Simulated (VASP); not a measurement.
Here is a VASP 6.6.1 calculation.

INCAR

```
SYSTEM = AlRu
  PREC = Accurate
  ENCUT = 600
  EDIFF = 1E-6
  ISMEAR = 0
  SIGMA = 0.1
  LREAL = .False.
  LASPH = .True.
  NELM = 100
  ALGO = Normal
  ISIF = 3
  LWAVE = .False.
  LCHARG = .False.
  GGA = PE
  IBRION = 2
  NSW = 70
  EDIFFG = -0.008
  PSTRESS = 250.0
```

The input KPOINTS:

```
regular mesh
0
Gamma
  14 14 14
  0 0 0
```

POSCAR

```
AlRu
1.0
    2.9037273645      0.0000000000      0.0000000000
    0.0000000000      2.9037273645      0.0000000000
    0.0000000000      0.0000000000      2.9037273645
Al Ru
1 1
Direct
    0.0000000000      0.0000000000      0.0000000000
    0.5000000000      0.5000000000      0.5000000000
```

Potentials or basis: VASP PAW PBE potentials, release 64 (Al, Ru_pv).

Command:

```sh
$ cat potpaw_PBE.64/Al/POTCAR potpaw_PBE.64/Ru_pv/POTCAR > POTCAR
$ mpirun -np 1 vasp_std > vasp.out
```

(1) Estimate the relaxed volume.

(2) What does it give for the space group after relaxing (to 0.1 Å)?

## Answers

(1) 12.28 Å³/atom.

(2) Pm-3m (No. 221).

Caveat: the cell is relaxed towards a set pressure, so the run minimises the enthalpy, not the energy.
